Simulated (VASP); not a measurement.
# HC6 in VASP: notebook, part 2 of 2

VASP 6.6.1. The steps go on from the part before.

### 4 Single point, LDA

File INCAR:

```
SYSTEM = HC6
PREC = Accurate ; ENCUT = 520
EDIFF = 1E-6 ; ISMEAR = 0
SIGMA = 0.1 ; LREAL = .False.
LASPH = .True. ; NELM = 80
ALGO = Normal ; ISIF = 2
LWAVE = .False. ; LCHARG = .False.
LDIPOL = .True. ; IDIPOL = 3
DIPOL = 0.5 0.5 0.312 ; NBANDS = 38
```

File KPOINTS:

```
regular mesh
0
Gamma
  6 3 1
  0 0 0
```

File POSCAR:

```
HC6
1.0
    4.8889075235      0.0000000000      0.0000000000
   -1.2222268809      8.7842777898      0.0000000000
    0.0000000000      0.0000000000     22.7472999250
C H
12 2
Direct
    0.0193593843      0.0774375370      0.1758450459
    0.5193593842      0.0774375370      0.1758450459
    0.2741992303      0.0967969212      0.2059521363
    0.7741992303      0.0967969212      0.2059521363
    0.2838789224      0.1355156897      0.2661663168
    0.7838789224      0.1355156897      0.2661663168
    0.0386178296      0.1544718076      0.2954947895
    0.5386178296      0.1544718076      0.2954947895
    0.0488209147      0.1952857701      0.3583563417
    0.5488209147      0.1952857701      0.3583563417
    0.3031079910      0.2124325380      0.3845423393
    0.8031079910      0.2124325380      0.3845423393
    0.0488209147      0.1530031838      0.4988416191
    0.0488209147      0.2375683564      0.4988416191
```

Potentials or basis: VASP PAW LDA potentials, release 64 (C, H).

Launch:

```console
cat potpaw_LDA.64/C/POTCAR potpaw_LDA.64/H/POTCAR > POTCAR
mpirun -np 1 vasp_std > vasp.out
```

OUTCAR:

```text
SYSTEM = HC6
   PREC = Accurate
   ENCUT = 520
   EDIFF = 1E-6
   ISMEAR = 0
   LREAL = .False.
   LASPH = .True.
   NELM = 80
   ISIF = 2

 ion  position               nearest neighbor table
   1  0.019  0.077  0.176-   3 1.41   4 1.41
   2  0.519  0.077  0.176-   3 1.41   4 1.41
   3  0.274  0.097  0.206-   5 1.41   1 1.41   2 1.41
   4  0.774  0.097  0.206-   6 1.41   2 1.41   1 1.41
   5  0.284  0.136  0.266-   8 1.40   7 1.40   3 1.41
   6  0.784  0.136  0.266-   7 1.40   8 1.40   4 1.41
   7  0.039  0.154  0.295-   6 1.40   5 1.40   9 1.47
   8  0.539  0.154  0.295-   5 1.40   6 1.40  10 1.47
   9  0.049  0.195  0.358-  12 1.37  11 1.37   7 1.47
  10  0.549  0.195  0.358-  11 1.37  12 1.37   8 1.47
  11  0.303  0.212  0.385-  10 1.37   9 1.37
  12  0.803  0.212  0.385-   9 1.37  10 1.37
  13  0.049  0.153  0.499-  14 0.75
  14  0.049  0.238  0.499-  13 0.75

  LATTYP: Found a simple monoclinic cell.
 ALAT       =     4.8889075235
 B/A-ratio  =     4.6528390680
 C/A-ratio  =     1.8140861245
 COS(beta)  =    -0.1378104361

  Lattice vectors:

 A1 = (   4.8889075235,   0.0000000000,   0.0000000000)
 A2 = (   0.0000000000,   0.0000000000, -22.7472999250)
 A3 = (  -1.2222268809,   8.7842777898,   0.0000000000)

Analysis of symmetry for initial positions (statically):
=====================================================================
 Subroutine PRICEL returns:
 Original cell was already a primitive cell.

 Routine SETGRP: Setting up the symmetry group for a
 simple monoclinic supercell.

 Subroutine GETGRP returns: Found  1 space group operations
 (whereof  1 operations were pure point group operations)
 out of a pool of  4 trial point group operations.

The static configuration has the point symmetry C_1 .

Analysis of symmetry for dynamics (positions and initial velocities):
=====================================================================
 Subroutine PRICEL returns:
 Original cell was already a primitive cell.

 Routine SETGRP: Setting up the symmetry group for a
 simple monoclinic supercell.

 Subroutine GETGRP returns: Found  1 space group operations
 (whereof  1 operations were pure point group operations)
 out of a pool of  4 trial point group operations.

The dynamic configuration has the point symmetry C_1 .

 Subroutine INISYM returns: Found  1 space group operations
 (whereof  1 operations are pure point group operations),
 and found     1 'primitive' translations

----------------------------------------------------------------------------------------

                                     Primitive cell

  volume of cell :     976.8947

  direct lattice vectors                    reciprocal lattice vectors
     4.888907524  0.000000000  0.000000000     0.204544675  0.028459938  0.000000000
    -1.222226881  8.784277790  0.000000000     0.000000000  0.113839751  0.000000000
[... 74 lines left out ...]
 -0.333333  0.333333  0.000000      2.000000
 -0.166667  0.333333  0.000000      2.000000
   k-points           NKPTS =     10   k-points in BZ     NKDIM =     10   number of bands    NBANDS=     38
   number of dos      NEDOS =    301   number of ions     NIONS =     14
   total plane-waves  NPLWV = 453600
   dimension x,y,z NGX =    36 NGY =   70 NGZ =  180
   dimension x,y,z NGXF=    72 NGYF=  140 NGZF=  360
   ions per type =              12   2
   NGX,Y,Z   is equivalent  to a cutoff of  12.24, 13.12, 13.16 a.u.
   NGXF,Y,Z  is equivalent  to a cutoff of  24.48, 26.24, 26.31 a.u.
 SYSTEM =  HC6
   PREC   = accura    normal or accurate (medium, high low for compatibility)
   ISTART =      0    job   : 0-new  1-cont  2-samecut
   ICHARG =      2    charge: 1-file 2-atom 10-const
   ISPIN  =      1    spin polarized calculation?
   LNONCOLLINEAR =      F non collinear calculations
   LSORBIT =      F    spin-orbit coupling
   LASPH  =      T    aspherical Exc in radial PAW
   ENCUT  =  520.0 eV  38.22 Ry    6.18 a.u.   9.09 16.49 42.29*2*pi/ulx,y,z
   NELM   =     80;   NELMIN=  2; NELMDL= -5     # of ELM steps
   EDIFF  = 0.1E-05   stopping-criterion for ELM
   LREAL  =      F    real-space projection
[... 7 lines left out ...]
   TEBEG  =    0.0;   TEEND  =   0.0 temperature during run
   PSTRESS=    0.0 pullay stress
   NELECT =      50.0000    total number of electrons
   NUPDOWN=      -1.0000    fix difference up-down
   EMIN   =  10.00;   EMAX   =-10.00  energy-range for DOS
   EFERMI =   0.00;   METHOD = LEGACY
   ISMEAR =     0;   SIGMA  =   0.10  broadening in eV -4-tet -1-fermi 0-gaus
   EFERMI_NEDOS =   21; number of points for ismear=-14 and -15
   IALGO  =     38    algorithm
   IMIX   =      4    mixing-type and parameters
     AMIX     =   0.40;   BMIX     =  1.00
     AMIX_MAG =   1.60;   BMIX_MAG =  1.00
  volume/ion in A,a.u.               =      69.78       470.89
  Fermi-wavevector in a.u.,A,eV,Ry     =   0.607830  1.148632  5.026775  0.369458
  Thomas-Fermi vector in A             =   1.662436
   LORBIT       =      0    0 simple, 1 ext, 2 COOP (PROOUT), +10 PAW based schemes
   GGA     = CA    functional components
   LHFCALC =     F    Hartree Fock is set to
   AEXX    =    0.0000 exact exchange contribution
   IVDW    =     0    specifies the selected vdW correction
   LEPSILON=     F    determine dielectric tensor
   LRPA    =     F    only Hartree local field effects (RPA)
 non-spin polarized calculation
 Gauss-broadening in eV      SIGMA  =   0.10
  energy-cutoff  :      520.00
  volume of cell :      976.89
 maximum number of plane-waves:     26370
   NGX = 19   NGY = 33   NGZ = 85

 dipolmoment           0.000000      0.000000      0.026189 electrons x Angstroem

 number of electron      49.9999996 magnetization

 dipolmoment           0.000000      0.000000     -0.148690 electrons x Angstroem

 Free energy of the ion-electron system (eV)
  ---------------------------------------------------
  ext. energy  EPLUGINS =         0.00000000
  ---------------------------------------------------
  free energy    TOTEN  =      -113.84598181 eV

  energy without entropy =     -113.78769879  energy(sigma->0) =     -113.81684030

 E-fermi :  -4.8210     XC(G=0):  -1.9757

 val. band max:       -4.8598114450   @ k =   0.5000   0.3333   0.0000
 cond. band min:      -4.7898037828   @ k =   0.5000   0.0000   0.0000
 fundamental gap:      0.0700076622
 Fermi energy:        -4.8209501991

 k-point     1 :       0.0000    0.0000    0.0000
  band No.  band energies     occupation
      1     -23.5493      2.00000
      2     -21.8309      2.00000
      3     -19.3849      2.00000
      4     -19.3227      2.00000
      5     -19.2871      2.00000
      6     -17.7085      2.00000
[... 389 lines left out ...]
     36       1.3543      0.00000
     37       1.9540      0.00000
 [bands above 37 left out]

------------------------ aborting loop because EDIFF is reached ----------------------------------------

 vacuum level on the upper side and lower side of the slab       (xc-potential included)        -0.340         0.277

  FORCE on cell =-STRESS in cart. coord.  units (eV):
  Direction    XX          YY          ZZ          XY          YZ          ZX
  --------------------------------------------------------------------------------------
  -------------------------------------------------------------------------------------
  Total        0.5300446      0.5569633      1.9806094     -0.0815519      0.6446183     -0.0032631
  in kB        0.8693112      0.9134597      3.2483415     -0.1337510      1.0572203     -0.0053517
  external PRESSURE =       1.6770375 kB  Pullay stress =       0.0000000 kB

 VOLUME and BASIS-vectors are now :
 -----------------------------------------------------------------------------
  energy-cutoff  :      520.00
  volume of cell :      976.89
      direct lattice vectors                 reciprocal lattice vectors
     4.888907524  0.000000000  0.000000000     0.204544675  0.028459938  0.000000000
    -1.222226881  8.784277790  0.000000000     0.000000000  0.113839751  0.000000000
     0.000000000  0.000000000 22.747299925     0.000000000  0.000000000  0.043961261

 POSITION                                       TOTAL-FORCE (eV/Angst)
 -----------------------------------------------------------------------------------
      0.00000      0.68023      4.00000        -0.000632      0.406740      1.659262
      2.44445      0.68023      4.00000         0.000311      0.403456      1.626592
      1.22223      0.85029      4.68486         0.016225     -0.806873     -3.230905
      3.66668      0.85029      4.68486        -0.015906     -0.806937     -3.230422
      1.22223      1.19041      6.05457         0.065701      0.369319      1.471100
      3.66668      1.19041      6.05457        -0.066026      0.369478      1.471878
     -0.00000      1.35692      6.72171         0.000816      0.045224      0.111332
      2.44445      1.35692      6.72171        -0.000542      0.000396     -0.011217
     -0.00000      1.71544      8.15164         0.000169      0.095825      0.384549
      2.44445      1.71544      8.15164         0.000075     -0.085666     -0.373793
      1.22223      1.86607      8.74730         0.297172     -0.007060      0.133409
      3.66668      1.86607      8.74730        -0.296148      0.004837      0.142742
      0.05168      1.34402     11.34730         0.110291     -0.664897     -0.053518
     -0.05168      2.08687     11.34730        -0.111506      0.676159     -0.101011
 -----------------------------------------------------------------------------------
    total drift:                                0.000574      0.000199      0.000131

  FREE ENERGIE OF THE ION-ELECTRON SYSTEM (eV)
  ---------------------------------------------------
  free  energy   TOTEN  =      -113.8459818109 eV

  energy  without entropy=     -113.7876987906  energy(sigma->0) =     -113.81684030

 vacuum level on the upper side and lower side of the slab         0.944         1.573
```

Run time: 16 min. Hardware: 1 thread of Intel Xeon Platinum 8488C (Sapphire Rapids), shared host; peak memory 0.78 GiB.

What came out:

- Free energy: -113.8460 eV
- Largest force: 3.330 eV/Å
- Band gap on the k mesh: 0.07 eV

Forces on the atoms (eV/Å):
```
C   -0.001  0.407  1.659
C    0.000  0.403  1.627
C    0.016 -0.807 -3.231
C   -0.016 -0.807 -3.230
C    0.066  0.369  1.471
C   -0.066  0.369  1.472
C    0.001  0.045  0.111
C   -0.001  0.000 -0.011
C    0.000  0.096  0.385
C    0.000 -0.086 -0.374
C    0.297 -0.007  0.133
C   -0.296  0.005  0.143
H    0.110 -0.665 -0.054
H   -0.112  0.676 -0.101
```

Levels at points of the mesh, in eV from the valence-band top:
| k point | band 21 | band 22 | band 23 | band 24 | band 25 | band 26 | band 27 | band 28 | band 29 | band 30 |
| --- | --- | --- | --- | --- | --- | --- | --- | --- | --- | --- |
| (0.00, 0.00, 0.00) | -2.19 | -2.15 | -0.43 | -0.30 | -0.18 | 0.45 | 0.66 | 0.89 | 2.35 | 2.85 |
| (0.50, 0.00, 0.00) | -3.82 | -1.74 | -1.72 | -0.06 | 0.00 | 0.07 | 0.13 | 2.96 | 2.99 | 5.63 |

### 5 Single point, LDA

File INCAR:

```
  ALGO = Normal
  DIPOL = 0.5 0.5 0.318
  EDIFF = 1E-7
  ENCUT = 520
  IDIPOL = 3
  ISIF = 2
  ISMEAR = 0
  LASPH = T
  LCHARG = F
  LDIPOL = T
  LREAL = F
  LWAVE = F
  NBANDS = 38
  NELM = 80
  PREC = Accurate
  SIGMA = 0.1
```

File KPOINTS:

```
k-points
0
Gamma
  6 3 1
```

POSCAR, as its differences from that of step 4:

```diff
@@ -20,3 +20,3 @@
     0.8031079910      0.2124325380      0.3845423393
-    0.0488209147      0.1530031838      0.4988416191
-    0.0488209147      0.2375683564      0.4988416191
+    0.0488209147      0.1530031838      0.5428028806
+    0.0488209147      0.2375683564      0.5428028806
```

Launch:

```console
cat potpaw_LDA.64/C/POTCAR potpaw_LDA.64/H/POTCAR > POTCAR
mpirun -np 1 vasp_std > vasp.out
```

It took 16 min on 1 thread of Intel Xeon Platinum 8488C (Sapphire Rapids), shared host; peak memory 0.79 GiB.

Results (log left out):

| Item | Value |
| --- | --- |
| Free energy | -113.7656 eV |
| Largest force | 3.393 eV/Å |
| Band gap on the k mesh | 0.10 eV |

Forces in eV/Å, atoms in the order of the input:
```
C    0.000  0.414  1.692
C    0.000  0.414  1.691
C    0.001 -0.817 -3.293
C   -0.001 -0.817 -3.293
C    0.003  0.379  1.505
C   -0.004  0.379  1.505
C    0.000  0.005  0.021
C    0.000  0.003  0.015
C    0.000  0.006  0.024
C    0.000 -0.003 -0.016
C    0.013  0.017  0.091
C   -0.013  0.019  0.093
H    0.079 -0.549 -0.012
H   -0.079  0.548 -0.024
```

Levels at points of the mesh, in eV from the valence-band top:
| k point | band 21 | band 22 | band 23 | band 24 | band 25 | band 26 | band 27 | band 28 | band 29 | band 30 |
| --- | --- | --- | --- | --- | --- | --- | --- | --- | --- | --- |
| (0.00, 0.00, 0.00) | -2.16 | -2.10 | -0.35 | -0.32 | -0.18 | 0.51 | 0.62 | 0.91 | 2.39 | 2.87 |
| (0.50, 0.00, 0.00) | -3.79 | -1.70 | -1.70 | 0.00 | 0.00 | 0.10 | 0.10 | 3.01 | 3.01 | 5.71 |

### 6 Single point, LDA

File INCAR:

```
ALGO = Normal
DIPOL = 0.5 0.5 0.312
EDIFF = 1E-6
ENCUT = 520
GGA = CA
IDIPOL = 3
ISIF = 2
ISMEAR = 0
LASPH = True
LCHARG = False
LDIPOL = True
LREAL = False
LWAVE = False
NBANDS = 38
NELM = 100
PREC = Accurate
SIGMA = 0.1
```

KPOINTS is that of step 5.

POSCAR, as its differences from that of step 5:

```diff
@@ -20,3 +20,3 @@
     0.8031079910      0.2124325380      0.3845423393
-    0.0488209147      0.1530031838      0.5428028806
-    0.0488209147      0.2375683564      0.5428028806
+    0.0488209147      0.1287047909      0.4988416191
+    0.0488209147      0.2618667493      0.4988416191
```

Potentials or basis: VASP PAW LDA potentials, release 64 (C, H).

Launch:

```console
cat potpaw_LDA.64/C/POTCAR potpaw_LDA.64/H/POTCAR > POTCAR
mpirun -np 1 vasp_std > vasp.out
```

Wall time 8.8 min (1 thread of Oxide Virtual Turin-like, shared host); peak memory 0.75 GiB.

The run converged. Its results:

- Free energy: -112.5733 eV
- Largest force: 4.315 eV/Å
- Band gap on the k mesh: 0.07 eV

Forces in eV/Å, atoms in the order of the input:
```
C   -0.002  0.402  1.643
C    0.001  0.399  1.595
C    0.024 -0.802 -3.201
C   -0.024 -0.803 -3.200
C    0.087  0.362  1.445
C   -0.087  0.363  1.447
C    0.002  0.073  0.161
C   -0.001  0.005 -0.006
C    0.000  0.108  0.437
C    0.000 -0.126 -0.530
C    0.368 -0.017  0.240
C   -0.364  0.022  0.266
H   -0.555  4.278 -0.101
H    0.551 -4.265 -0.197
```

Levels at points of the mesh, in eV from the valence-band top:
```tsv
k point	band 22	band 23	band 24	band 25	band 26	band 27	band 28	band 29
(0.00, 0.00, 0.00)	-2.17	-0.47	-0.28	-0.18	0.41	0.67	0.88	2.32
(0.50, 0.00, 0.00)	-1.76	-1.73	-0.10	0.00	0.07	0.14	2.92	2.97
```

### 7 Overview

| cell | gap on the mesh (eV) | largest force (eV/Å) |
| --- | --- | --- |
| as given, atomic positions A | 0.04 | 7.11 |
| as given, atomic positions B | 0.05 | 5.99 |
| as given, atomic positions C | 0.07 | 3.33 |
| as given, atomic positions D | 0.10 | 3.39 |
| as given, atomic positions E | 0.07 | 4.31 |

Alike in all rows: task single point; level LDA; potentials or basis VASP PAW LDA potentials, release 64 (C, H); no spin polarisation; k mesh 6 × 3 × 1; cutoff (eV) 520; smearing gaussian 0.1 eV.

Absolute energies hang on the potentials; compare differences alone.
